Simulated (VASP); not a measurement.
## Se: single point with PBE

The system is Se.

```
Se
1.0
     4.82113    0.00000    0.00000
    -2.41057    4.17523    0.00000
     0.00000    0.00000    3.42045
Se
3
Direct
  0.00000 0.00000 0.00000
  0.33333 0.66667 0.50000
  0.66667 0.33333 0.50000
```

This cell differs from its parent crystal: volume scaled by 1.08.

* Program: VASP 6.6.1
* Task: single point
* Functional: PBE
* Potentials or basis: VASP PAW PBE potentials, release 64 (Se)
* Cutoff: 520 eV
* k mesh: 9 × 9 × 11
* Occupations: fermi-dirac, width 0.1 eV
* Spin: no spin polarisation

| Property | Result |
| --- | --- |
| Pressure | -4.3 GPa |
| Band gap on the k mesh | zero (band 9 reaches 5.58 eV, above the bottom of band 10 at 2.59 eV) |

Stress tensor (GPa, compression positive):
```
-5.14  0.00  0.00
 0.00 -5.14  0.00
 0.00  0.00 -2.67
```

Levels at points of the mesh, in eV from the Fermi level:
```csv
k point,band 7,band 8,band 9,band 10,band 11,band 12
"(0.00, 0.00, 0.00)",-3.45,-1.95,1.48,1.62,2.82,2.82
```

It took 78 s on 1 thread of AMD EPYC 7R43 64-Core Processor (Zen 3), with other jobs on the host, peak memory 0.18 GiB.
